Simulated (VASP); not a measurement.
Input of a VASP 6.6.1 run:

Contents of INCAR:

```
SYSTEM = SiC
ALGO = Normal ; EDIFF = 1E-7
ENCUT = 520 ; GGA = PE
ISIF = 2 ; ISMEAR = 0
LASPH = .TRUE. ; LCHARG = .TRUE.
LELF = .TRUE. ; LREAL = .FALSE.
LVHAR = .TRUE. ; LWAVE = .FALSE.
NBANDS = 11 ; NELM = 100
PREC = Accurate ; SIGMA = 0.05
```

Contents of KPOINTS:

```
k-points
0
G
  10 10 10
  0 0 0
```

File POSCAR:

```
SiC
1.0
    0.0246359710      2.1898640927      2.1898640927
    2.2145000637      0.0000000000      2.2145000637
    2.1898640927      2.1898640927      0.0246359710
Si C
1 1
Direct
    0.0000000000      0.0000000000      0.0000000000
    0.7500000000      0.7500000000      0.7500000000
```

Potentials or basis: VASP PAW PBE potentials, release 64 (Si, C).

Launch:

```sh
$ cat potpaw_PBE.64/Si/POTCAR potpaw_PBE.64/C/POTCAR > POTCAR
$ mpirun -np 1 vasp_std > vasp.out
```

**Question.** What does it give for the largest force?

**Answer.** 0.170 eV/Å.

**Question.** What does it give for the band gap on the k mesh?

**Answer.** 1.29 eV (least direct gap 4.33 eV).

Stress tensor (GPa, compression positive):
```
 0.13  0.00 -5.94
 0.00  0.02  0.00
-5.94  0.00  0.13
```

Caveat: the cell differs from its parent crystal (strain +0.0225 x Voigt [0, 0, 0, 0, 1, 0]). A k mesh can miss the band edges.
